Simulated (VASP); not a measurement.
Wanted: the native input for a VASP 6.6.1 run.

```yaml
Task: single point
Functional: revPBE
Potentials_or_basis: VASP PAW PBE potentials, release 64 (Nb_sv)
Cutoff: 520 eV
k_mesh: 14 × 14 × 4
Occupations: fermi-dirac, width 0.1 eV
Spin: no spin polarisation
Dipole_correction: no
Further_INCAR_settings: ALGO = Normal; EDIFF = 1e-06; NBANDS = 34
```

The structure of Nb lies in POSCAR:

```
Nb
1.0
    2.9899613472      0.0000000000      0.0000000000
   -1.4949806736      2.5893824830      0.0000000000
    0.0000000000      0.0000000000     10.9504484249
Nb
4
Direct
    1.0000000000      0.0000000000      0.0000000000
    0.0000000000      0.0000000000      0.5000000000
    0.3333333333      0.6666666667      0.2500000000
    0.6666666667      0.3333333333      0.7500000000
```

This cell differs from its parent crystal: volume scaled by 1.12.

These files were run (other wordings do the same):

INCAR

```
SYSTEM = Nb
ALGO = Normal ; EDIFF = 1E-6
ENCUT = 520 ; GGA = RE
ISIF = 2 ; ISMEAR = -1
LASPH = .True. ; LCHARG = .False.
LREAL = .False. ; LWAVE = .False.
NBANDS = 34 ; NELM = 60
PREC = Accurate ; SIGMA = 0.1
```

KPOINTS

```
k-points
0
Gamma
  14 14 4
  0 0 0
```

Potentials or basis: VASP PAW PBE potentials, release 64 (Nb_sv).

Command:

```console
$ cat potpaw_PBE.64/Nb_sv/POTCAR > POTCAR
$ mpirun -np 1 vasp_std > vasp.out
```

It gave:

```
Pressure               : -14.5 GPa
Band gap on the k mesh : zero (band 26 reaches 10.11 eV, above the bottom of band 27 at 8.99 eV)
```

Caveat: the PAW data sets were made with another functional, which shifts forces and pressure a little.

Wall time 6 min on 1 thread of Intel Xeon 8259CL (shared host), peak memory 0.3 GiB.
